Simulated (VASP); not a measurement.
Here is a VASP 6.6.1 calculation.

Contents of INCAR:

```
SYSTEM = Cu
ALGO = Fast
EDIFF = 1E-7
EDIFFG = -0.01
ENCUT = 600
GGA = PS
IBRION = 2
ISIF = 3
ISMEAR = 0
LASPH = .TRUE.
LCHARG = .FALSE.
LREAL = .FALSE.
LWAVE = .FALSE.
NELM = 60
NSW = 80
PREC = Accurate
SIGMA = 0.1
```

KPOINTS

```
k-points
0
G
  18 18 10
  0 0 0
```

POSCAR

```
Cu
1.0
    2.5232603330      0.0000000000      0.0000000000
   -1.2616301665      2.1852075487      0.0000000000
    0.0000000000      0.0000000000      4.1116910677
Cu
2
Direct
    0.3333333333      0.6666666667      0.2500000000
    0.6666666667      0.3333333333      0.7500000000
```

Potentials or basis: VASP PAW PBE potentials, release 64 (Cu).

Launch:

```sh
$ cat potpaw_PBE.64/Cu/POTCAR > POTCAR
$ mpirun -np 1 vasp_std > vasp.out
```

What does it give for the space group after relaxing (to 0.1 Å)?

P6_3/mmc (No. 194).

What does it give for the band gap on the k mesh?

Zero (bands 11 and 12 overlap by 6.11 eV).

Estimate the relaxed cell.

a = 2.525 Å, b = 2.525 Å, c = 4.123 Å, α = 90.00°, β = 90.00°, γ = 120.00°.

Final structure:
```cif
data_structure
_symmetry_space_group_name_H-M 'P 1'
_symmetry_Int_Tables_number 1
_cell_length_a 2.5249
_cell_length_b 2.5249
_cell_length_c 4.1235
_cell_angle_alpha 90.000
_cell_angle_beta 90.000
_cell_angle_gamma 120.000
_cell_volume 22.77
loop_
_atom_site_label
_atom_site_type_symbol
_atom_site_fract_x
_atom_site_fract_y
_atom_site_fract_z
_atom_site_occupancy
Cu1 Cu 0.33333 0.66667 0.25000 1
Cu2 Cu 0.66667 0.33333 0.75000 1
```
